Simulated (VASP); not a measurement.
Bi2Te2Pb2Se3:

```
Bi Pb Te Se
1.0
     2.20111    3.81242    0.00000
    -2.20111    3.81242    0.00000
     0.00000    0.00000   17.51743
Bi Pb Te Se
2 2 2 3
Direct
  0.00000 0.00000 0.19477
  0.00000 0.00000 0.80523
  0.33333 0.33334 0.60123
  0.66667 0.66666 0.39877
  0.33333 0.33334 0.91060
  0.66667 0.66666 0.08940
  0.33333 0.33334 0.29817
  0.66667 0.66666 0.70183
  0.00000 0.00000 0.50000
```

Base run:

| Item | Value |
| --- | --- |
| Program | VASP 6.6.1 |
| Functional | revPBE |
| Potentials or basis | VASP PAW PBE potentials, release 64 (Bi_d, Pb_d, Te, Se) |
| Cutoff | 500 eV |
| k mesh | 5 × 5 × 1 |
| Occupations | fermi-dirac, width 0.0178 eV |
| Spin | no spin polarisation |

Its results: band gap on the k mesh 0.44 eV; pressure 0.3 GPa; largest force 0.729 eV/Å.

Question: The run is repeated on the same cell with these changes: functional from revPBE to r2SCAN; cutoff from 500 eV to 550 eV. What comes out?

Answer: Band gap on the k mesh 0.64 eV; pressure -1.6 GPa; largest force 0.836 eV/Å.

Caveats: the PAW data sets were made with another functional, which shifts forces and pressure a little; spin-orbit coupling is left out, which moves the levels of the heavy elements; this functional lacks dispersion, which binds the layers, so the pressure and a relaxed spacing across them are unreliable (at least some runs).

